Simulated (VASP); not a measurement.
Crystal: Hf.

```
CELL_PARAMETERS angstrom
3.11840 0.00000 0.00000
-1.55920 2.70061 0.00000
0.00000 0.00000 4.94755
ATOMIC_POSITIONS crystal
Hf 0.33333 0.66667 0.25000
Hf 0.66667 0.33333 0.75000
```

Base run:

* Program: VASP 6.6.1
* Functional: LDA
* Potentials or basis: VASP PAW LDA potentials, release 64 (Hf_pv)
* Cutoff: 520 eV
* k mesh: 12 × 12 × 7
* Occupations: gaussian, width 0.6 eV
* Spin: no spin polarisation

Its results: band gap on the k mesh zero (bands 10 and 11 overlap by 1.40 eV); pressure 0.6 GPa.

After a change of settings the same cell gave: band gap on the k mesh zero (bands 10 and 11 overlap by 1.41 eV); pressure 11.0 GPa. Which change was it?
A. occupations from gaussian, width 0.6 eV to gaussian, width 0.2 eV; further incar settings from ALGO = Normal; EDIFF = 1e-07; NBANDS = 17 to ALGO = Normal; EDIFF = 1e-06; NBANDS = 17
B. occupations from gaussian, width 0.6 eV to fermi-dirac, width 1 eV
C. occupations from gaussian, width 0.6 eV to fermi-dirac, width 0.6 eV

B.

Caveats: so wide a smearing shifts energies and pressures; spin-orbit coupling is left out, which moves the levels of the heavy elements; the cell stands under pressure (at least some runs).
